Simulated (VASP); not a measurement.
# Be2CdTe3 (Cmc2_1) in VASP: further runs

Runs on Be2CdTe3. Level: PBE. Tasks: single point.

Everything below comes from runs of VASP 6.6.1. Logs are shortened: lines on timing, memory, paths and dates and some standing lists are left out, and cuts for length are marked.

### Step 1. The cell of the first run

It takes space group Cmc2_1 (No. 36, orthorhombic). The conventional cell has a = 12.614 Å, b = 7.297 Å, c = 6.893 Å, α = 90.00°, β = 90.00°, γ = 90.00°. Be (site symmetry 1) has 4 Te at 2.46 to 2.48 Å within 3.2 Å. Cd (site symmetry m) has 4 Te at 2.84 to 2.85 Å within 3.7 Å. Te (site symmetry 1) has 3 Be at 2.46 to 2.48 Å and 1 Cd at 2.85 Å within 3.2 Å. Te (site symmetry m) has 2 Be at 2.46 Å and 2 Cd at 2.84 to 2.85 Å within 3.2 Å.

### Step 2. Single point, PBE

INCAR reads:

```
ALGO = Normal
EDIFF = 1E-7
ENCUT = 520
GGA = PE
ISIF = 2
ISMEAR = 0
LASPH = True
LCHARG = True
LELF = True
LREAL = False
LVHAR = True
LWAVE = False
NBANDS = 46
NELM = 100
PREC = Accurate
SIGMA = 0.1
```

KPOINTS reads:

```
k-points
0
Gamma
  2 2 2
```

POSCAR reads:

```
Be2CdTe3
1.0
    0.0000000000      0.0000000000     -6.8927006153
    6.3071221607     -3.6483296284      0.0000000000
   -6.3071221607     -3.6483296284      0.0000000000
Be Cd Te
4 2 6
Direct
    0.4996377498      0.1687566644      0.5128228140
    0.9996377498      0.4871771860      0.8312433356
    0.9996377498      0.8312433356      0.4871771860
    0.4996377498      0.5128228140      0.1687566644
    0.0001745744      0.1744639730      0.1744639730
    0.5001745744      0.8255360270      0.8255360270
    0.1402922485      0.1637203918      0.5368175586
    0.1402922485      0.5368175586      0.1637203918
    0.0899654291      0.7928374846      0.7928374846
    0.6402922485      0.4631824414      0.8362796082
    0.6402922485      0.8362796082      0.4631824414
    0.5899654291      0.2071625154      0.2071625154
```

Potentials or basis: VASP PAW PBE potentials, release 64 (Be, Cd, Te).

Launch:

```sh
$ cat potpaw_PBE.64/Be/POTCAR potpaw_PBE.64/Cd/POTCAR potpaw_PBE.64/Te/POTCAR > POTCAR
$ mpirun -np 1 vasp_std > vasp.out
```

OUTCAR:

```text
EDIFF = 1E-7
   ENCUT = 520
   GGA = PE
   ISIF = 2
   ISMEAR = 0
   LASPH = True
   LREAL = False
   NELM = 100
   PREC = Accurate

 ion  position               nearest neighbor table
   1  0.500  0.169  0.513-  12 2.46  10 2.46  11 2.46   7 2.48
   2  1.000  0.487  0.831-   9 2.46   7 2.46   8 2.46  10 2.48
   3  1.000  0.831  0.487-   9 2.46   8 2.46   7 2.46  11 2.48
   4  0.500  0.513  0.169-  12 2.46  11 2.46  10 2.46   8 2.48
   5  0.000  0.174  0.174-  12 2.84   8 2.85   7 2.85   9 2.85
   6  0.500  0.826  0.826-   9 2.84  10 2.85  11 2.85  12 2.85
   7  0.140  0.164  0.537-   2 2.46   3 2.46   1 2.48   5 2.85
   8  0.140  0.537  0.164-   3 2.46   2 2.46   4 2.48   5 2.85
   9  0.090  0.793  0.793-   2 2.46   3 2.46   6 2.84   5 2.85
  10  0.640  0.463  0.836-   1 2.46   4 2.46   2 2.48   6 2.85
  11  0.640  0.836  0.463-   4 2.46   1 2.46   3 2.48   6 2.85
  12  0.590  0.207  0.207-   1 2.46   4 2.46   5 2.84   6 2.85

  LATTYP: Found a base centered orthorhombic cell.
 ALAT       =     7.2966592568
 B/A-ratio  =     1.7287698216
 C/A-ratio  =     0.9446378641

  Lattice vectors:

 A1 = (   6.3071221607,  -3.6483296284,   0.0000000000)
 A2 = (  -6.3071221607,  -3.6483296284,   0.0000000000)
 A3 = (   0.0000000000,   0.0000000000,  -6.8927006153)

Analysis of symmetry for initial positions (statically):
=====================================================================
 Subroutine PRICEL returns:
 Original cell was already a primitive cell.

 Routine SETGRP: Setting up the symmetry group for a
 base centered orthorhombic supercell.

 Subroutine GETGRP returns: Found  4 space group operations
 (whereof  2 operations were pure point group operations)
 out of a pool of  8 trial point group operations.

The static configuration has the point symmetry C_1h.
 The point group associated with its full space group is C_2v.

Analysis of symmetry for dynamics (positions and initial velocities):
=====================================================================
 Subroutine PRICEL returns:
 Original cell was already a primitive cell.

 Routine SETGRP: Setting up the symmetry group for a
 base centered orthorhombic supercell.

 Subroutine GETGRP returns: Found  4 space group operations
 (whereof  2 operations were pure point group operations)
 out of a pool of  8 trial point group operations.

The dynamic configuration has the point symmetry C_1h.
 The point group associated with its full space group is C_2v.

 Subroutine INISYM returns: Found  4 space group operations
 (whereof  2 operations are pure point group operations),
 and found     1 'primitive' translations

----------------------------------------------------------------------------------------

                                     Primitive cell

  volume of cell :     317.2084

  direct lattice vectors                    reciprocal lattice vectors
     0.000000000  0.000000000 -6.892700615     0.000000000  0.000000000 -0.145081015
     6.307122161 -3.648329628  0.000000000     0.079275458 -0.137049020  0.000000000
    -6.307122161 -3.648329628  0.000000000    -0.079275458 -0.137049020  0.000000000

  length of vectors
     6.892700615  7.286295288  7.286295288     0.145081015  0.158325715  0.158325715

  position of ions in fractional coordinates (direct lattice)
     0.499637750  0.168756664  0.512822814
     0.999637750  0.487177186  0.831243336
     0.999637750  0.831243336  0.487177186
     0.499637750  0.512822814  0.168756664
     0.000174574  0.174463973  0.174463973
     0.500174574  0.825536027  0.825536027
     0.140292249  0.163720392  0.536817559
     0.140292249  0.536817559  0.163720392
     0.089965429  0.792837485  0.792837485
     0.640292249  0.463182441  0.836279608
     0.640292249  0.836279608  0.463182441
     0.589965429  0.207162515  0.207162515

  ion indices of the primitive-cell ions
   primitive index   ion index
                 1           1
                 2           2
                 3           3
                 4           4
                 5           5
                 6           6
                 7           7
                 8           8
                 9           9
                10          10
                11          11
                12          12

----------------------------------------------------------------------------------------

 KPOINTS: k-points

Automatic generation of k-mesh.
 Grid dimensions read from file:
 generate k-points for:    2    2    2

 Generating k-lattice:

  Cartesian coordinates                     Fractional coordinates (reciprocal lattice)
     0.000000000  0.000000000 -0.072540507     0.500000000  0.000000000  0.000000000
     0.039637729 -0.068524510  0.000000000     0.000000000  0.500000000  0.000000000
    -0.039637729 -0.068524510  0.000000000     0.000000000  0.000000000  0.500000000

  Length of vectors
     0.072540507  0.079162858  0.079162858

  Shift w.r.t. Gamma in fractional coordinates (k-lattice)
     0.000000000  0.000000000  0.000000000

 Subroutine IBZKPT returns following result:
 ===========================================

 Found      6 irreducible k-points:

 Following reciprocal coordinates:
            Coordinates               Weight
  0.000000  0.000000  0.000000      1.000000
  0.500000  0.000000  0.000000      1.000000
  0.000000  0.500000 -0.000000      2.000000
  0.500000  0.500000 -0.000000      2.000000
  0.000000  0.500000  0.500000      1.000000
  0.500000  0.500000  0.500000      1.000000
   k-points           NKPTS =      6   k-points in BZ     NKDIM =      6   number of bands    NBANDS=     46
   number of dos      NEDOS =    301   number of ions     NIONS =     12
   total plane-waves  NPLWV = 157464
   dimension x,y,z NGX =    54 NGY =   54 NGZ =   54
   dimension x,y,z NGXF=   108 NGYF=  108 NGZF=  108
   ions per type =               4   2   6
   NGX,Y,Z   is equivalent  to a cutoff of  13.02, 12.32, 12.32 a.u.
   NGXF,Y,Z  is equivalent  to a cutoff of  26.05, 24.64, 24.64 a.u.
 SYSTEM =  unknown system
   PREC   = accura    normal or accurate (medium, high low for compatibility)
   ISTART =      0    job   : 0-new  1-cont  2-samecut
   ICHARG =      2    charge: 1-file 2-atom 10-const
   ISPIN  =      1    spin polarized calculation?
   LNONCOLLINEAR =      F non collinear calculations
   LSORBIT =      F    spin-orbit coupling
   LASPH  =      T    aspherical Exc in radial PAW
   ENCUT  =  520.0 eV  38.22 Ry    6.18 a.u.  12.82 13.55 13.55*2*pi/ulx,y,z
   NELM   =    100;   NELMIN=  2; NELMDL= -5     # of ELM steps
   EDIFF  = 0.1E-06   stopping-criterion for ELM
   LREAL  =      F    real-space projection
   EDIFFG = 0.1E-05   stopping-criterion for IOM
   NSW    =      0    number of steps for IOM
   IBRION =     -1    ionic relax: 0-MD 1-quasi-New 2-CG
   NFREE  =      0    steps in history (QN), initial steepest desc. (CG)
   ISIF   =      2    stress and relaxation
   ISYM   =      2    0-nonsym 1-usesym 2-fastsym
   POTIM  = 0.5000    time-step for ionic-motion
   TEBEG  =    0.0;   TEEND  =   0.0 temperature during run
   PSTRESS=    0.0 pullay stress
   NELECT =      68.0000    total number of electrons
   NUPDOWN=      -1.0000    fix difference up-down
   EMIN   =  10.00;   EMAX   =-10.00  energy-range for DOS
   EFERMI =   0.00;   METHOD = LEGACY
   ISMEAR =     0;   SIGMA  =   0.10  broadening in eV -4-tet -1-fermi 0-gaus
   EFERMI_NEDOS =   21; number of points for ismear=-14 and -15
   IALGO  =     38    algorithm
   IMIX   =      4    mixing-type and parameters
     AMIX     =   0.40;   BMIX     =  1.00
     AMIX_MAG =   1.60;   BMIX_MAG =  1.00
  volume/ion in A,a.u.               =      26.43       178.39
  Fermi-wavevector in a.u.,A,eV,Ry     =   0.979782  1.851520 13.061229  0.959973
  Thomas-Fermi vector in A             =   2.110662
   LORBIT       =      0    0 simple, 1 ext, 2 COOP (PROOUT), +10 PAW based schemes
   GGA     = PE    functional components
   LHFCALC =     F    Hartree Fock is set to
   AEXX    =    0.0000 exact exchange contribution
   IVDW    =     0    specifies the selected vdW correction
   LEPSILON=     F    determine dielectric tensor
   LRPA    =     F    only Hartree local field effects (RPA)
 non-spin polarized calculation
 Gauss-broadening in eV      SIGMA  =   0.10
  energy-cutoff  :      520.00
  volume of cell :      317.21
 maximum number of plane-waves:      8556
 NGX is ok and might be reduce to    54
   NGX = 25   NGY = 27   NGZ = 27

 number of electron      67.9999999 magnetization

 Free energy of the ion-electron system (eV)
  ---------------------------------------------------
  ext. energy  EPLUGINS =         0.00000000
  ---------------------------------------------------
  free energy    TOTEN  =       -39.68170773 eV

  energy without entropy =      -39.68170773  energy(sigma->0) =      -39.68170773

 E-fermi :   4.3526     XC(G=0):  -8.8665

 val. band max:        3.8577687501   @ k =   0.0000   0.0000   0.0000
 cond. band min:       5.7957536401   @ k =   0.0000   0.5000  -0.0000
 fundamental gap:      1.9379848900
 Fermi energy:         4.3525931047

 k-point     1 :       0.0000    0.0000    0.0000
  band No.  band energies     occupation
      1      -7.9315      2.00000
      2      -7.0154      2.00000
      3      -6.6876      2.00000
      4      -6.6862      2.00000
      5      -6.6744      2.00000
      6      -6.6680      2.00000
[... 38 lines left out ...]
     45       9.1275      0.00000
     46       9.4135      0.00000
[... 204 lines left out ...]
      6      -6.6805      2.00000
[... 38 lines left out ...]
     45       8.5265      0.00000
     46       8.5265      0.00000

------------------------ aborting loop because EDIFF is reached ----------------------------------------

  FORCE on cell =-STRESS in cart. coord.  units (eV):
  Direction    XX          YY          ZZ          XY          YZ          ZX
  --------------------------------------------------------------------------------------
  -------------------------------------------------------------------------------------
  Total        0.3974883      0.6505122     -0.1001038      0.0000000      0.0000000      0.0000000
  in kB        2.0076602      3.2856498     -0.5056107      0.0000000      0.0000000      0.0000000
  external PRESSURE =       1.5958998 kB  Pullay stress =       0.0000000 kB

 VOLUME and BASIS-vectors are now :
 -----------------------------------------------------------------------------
  energy-cutoff  :      520.00
  volume of cell :      317.21
      direct lattice vectors                 reciprocal lattice vectors
     0.000000000  0.000000000 -6.892700615     0.000000000  0.000000000 -0.145081015
     6.307122161 -3.648329628  0.000000000     0.079275458 -0.137049020  0.000000000
    -6.307122161 -3.648329628  0.000000000    -0.079275458 -0.137049020  0.000000000

 POSITION                                       TOTAL-FORCE (eV/Angst)
 -----------------------------------------------------------------------------------
     -2.17007     -2.48663     -3.44385         0.011459      0.004611      0.005035
     -2.17007     -4.81003     -6.89020         0.011459     -0.004611      0.005035
      2.17007     -4.81003     -6.89020        -0.011459     -0.004611      0.005035
      2.17007     -2.48663     -3.44385        -0.011459      0.004611      0.005035
      0.00000     -1.27300     -0.00120        -0.000000      0.006907      0.010128
      0.00000     -6.02366     -3.44755        -0.000000     -0.006907      0.010128
     -2.35317     -2.55579     -0.96699         0.067108      0.038505     -0.024012
      2.35317     -2.55579     -0.96699        -0.067108      0.038505     -0.024012
      0.00000     -5.78506     -0.62010        -0.000000     -0.071710      0.027827
     -2.35317     -4.74087     -4.41334         0.067108     -0.038505     -0.024012
      2.35317     -4.74087     -4.41334        -0.067108     -0.038505     -0.024012
      0.00000     -1.51159     -4.06646        -0.000000      0.071710      0.027827
 -----------------------------------------------------------------------------------
    total drift:                               -0.000000      0.000000     -0.000962

  FREE ENERGIE OF THE ION-ELECTRON SYSTEM (eV)
  ---------------------------------------------------
  free  energy   TOTEN  =       -39.6817077276 eV

  energy  without entropy=      -39.6817077276  energy(sigma->0) =      -39.68170773
```

Wall time 4.1 min (1 thread of Intel Xeon Platinum 8259CL at 2.50GHz (Skylake/Cascade Lake), shared host); peak memory 0.43 GiB.

What came out:

| Item | Value |
| --- | --- |
| Free energy | -39.6817 eV |
| Pressure | 0.2 GPa |
| Largest force | 0.081 eV/Å |
| Band gap on the k mesh | 1.94 eV (least direct gap 1.98 eV) |

Forces on the atoms (eV/Å):
```
Be   0.011  0.005  0.005
Be   0.011 -0.005  0.005
Be  -0.011 -0.005  0.005
Be  -0.011  0.005  0.005
Cd   0.000  0.007  0.010
Cd   0.000 -0.007  0.010
Te   0.067  0.039 -0.024
Te  -0.067  0.039 -0.024
Te   0.000 -0.072  0.028
Te   0.067 -0.039 -0.024
Te  -0.067 -0.039 -0.024
Te   0.000  0.072  0.028
```

Caveat: the k points lie up to 0.50 Å⁻¹ apart; spin-orbit coupling is left out, which moves the levels of the heavy elements. A k mesh can miss the band edges.

### Step 3. Single point, PBE

INCAR reads:

```
SYSTEM = Be2CdTe3
  PREC = Accurate
  ENCUT = 520
  EDIFF = 1E-7
  ISMEAR = 0
  SIGMA = 0.02
  LREAL = .FALSE.
  LASPH = .TRUE.
  NELM = 100
  ALGO = Normal
  ISIF = 2
  LWAVE = .FALSE.
  LCHARG = .FALSE.
  GGA = PE
  NBANDS = 46
```

KPOINTS reads:

```
regular mesh
0
G
  4 4 4
  0 0 0
```

POSCAR reads:

```
Be2CdTe3
1.0
    6.3071221607     -3.6483296284      0.0000000000
    6.3071221607      3.6483296284      0.0000000000
    0.0000000000      0.0000000000      6.8927006153
Be Cd Te
4 2 6
Direct
    0.1687566644      0.4871771860      0.5003622502
    0.4871771860      0.1687566644      0.0003622502
    0.8312433356      0.5128228140      0.0003622502
    0.5128228140      0.8312433356      0.5003622502
    0.1744639730      0.8255360270     -0.0001745744
    0.8255360270      0.1744639730      0.4998254256
    0.1637203918      0.4631824414      0.8597077515
    0.5368175586      0.8362796082      0.8597077515
    0.7928374846      0.2071625154      0.9100345709
    0.4631824414      0.1637203918      0.3597077515
    0.8362796082      0.5368175586      0.3597077515
    0.2071625154      0.7928374846      0.4100345709
```

Potentials or basis: VASP PAW PBE potentials, release 64 (Be, Cd, Te).

Launch:

```sh
$ cat potpaw_PBE.64/Be/POTCAR potpaw_PBE.64/Cd/POTCAR potpaw_PBE.64/Te/POTCAR > POTCAR
$ mpirun -np 1 vasp_std > vasp.out
```

Wall time 9.5 min (1 thread of Intel Xeon Platinum 8259CL at 2.50GHz (Skylake/Cascade Lake), shared host); peak memory 0.56 GiB.

The run converged. Its results:

```
Free energy            : -39.8297 eV
Pressure               : 0.1 GPa
Largest force          : 0.008 eV/Å
Band gap on the k mesh : 1.94 eV (least direct gap 1.98 eV)
```

Forces on the atoms (eV/Å):
```
Be   0.002 -0.001 -0.001
Be   0.002  0.001 -0.001
Be  -0.002  0.001 -0.001
Be  -0.002 -0.001 -0.001
Cd   0.000  0.001  0.001
Cd   0.000 -0.001  0.001
Te  -0.007 -0.004 -0.001
Te   0.007 -0.004 -0.001
Te   0.000  0.006  0.004
Te  -0.007  0.004 -0.001
Te   0.007  0.004 -0.001
Te   0.000 -0.006  0.004
```

Levels at points of the mesh, in eV from the valence-band top:
```csv
k point,band 31,band 32,band 33,band 34,band 35,band 36,band 37,band 38
"(0.00, 0.00, 0.00)",-0.94,-0.16,-0.03,0.00,1.98,2.24,2.83,2.83
"(0.50, 0.00, 0.00)",-1.03,-0.99,-0.85,-0.67,1.94,2.73,3.58,3.66
"(0.50, 0.50, 0.00)",-1.15,-0.90,-0.85,-0.55,1.95,2.69,3.40,3.52
"(0.00, 0.00, 0.50)",-0.55,-0.55,-0.54,-0.54,2.48,2.48,2.99,2.99
"(0.50, 0.00, 0.50)",-1.25,-1.25,-1.00,-1.00,2.25,2.25,3.27,3.27
"(0.50, 0.50, 0.50)",-1.19,-1.19,-1.18,-1.18,2.37,2.37,3.27,3.27
```

Caveat: spin-orbit coupling is left out, which moves the levels of the heavy elements. A k mesh can miss the band edges.
